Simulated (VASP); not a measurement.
## KBr: single point with PBE

KBr:

```
K Br
1.0
     0.00000    3.19373    3.34189
     3.19373    0.00000    3.34189
     3.19373    3.19373    0.00000
K Br
1 1
Cartesian
  0.0000 0.0000 0.0000
  3.1937 3.1937 3.3419
```

This cell differs from its parent crystal: strain -0.030 along x and y, +0.015 along z.

| Quantity | Value |
| --- | --- |
| Program | VASP 6.6.1 |
| Task | single point |
| Functional | PBE |
| Potentials or basis | VASP PAW PBE potentials, release 64 (K_sv, Br) |
| Cutoff | 520 eV |
| k mesh | 6 × 6 × 6 |
| Occupations | gaussian, width 0.05 eV |
| Spin | no spin polarisation |

- Pressure: 1.9 GPa
- Band gap on the k mesh: 4.56 eV, direct

Stress tensor (GPa, compression positive):
```
2.49 0.00 0.00
0.00 2.49 0.00
0.00 0.00 0.66
```

Levels at points of the mesh, in eV from the valence-band top:
| k point | band 6 | band 7 | band 8 | band 9 | band 10 | band 11 |
| --- | --- | --- | --- | --- | --- | --- |
| (0.00, 0.00, 0.00) | -0.03 | 0.00 | 0.00 | 4.56 | 7.41 | 7.70 |
| (0.50, 0.00, 0.00) | -1.30 | -0.40 | -0.39 | 6.69 | 8.41 | 9.90 |
| (0.50, 0.50, 0.00) | -0.93 | -0.27 | -0.27 | 5.82 | 7.37 | 9.37 |
| (0.50, 0.00, 0.50) | -0.85 | -0.35 | -0.33 | 5.77 | 7.40 | 9.49 |

It took 20 s on 1 thread of AMD EPYC 9R45 96-Core Processor (Zen 5), with other jobs on the host, peak memory 0.18 GiB.

Caveat: the cell differs from its parent crystal (strain -0.030 along x and y, +0.015 along z).
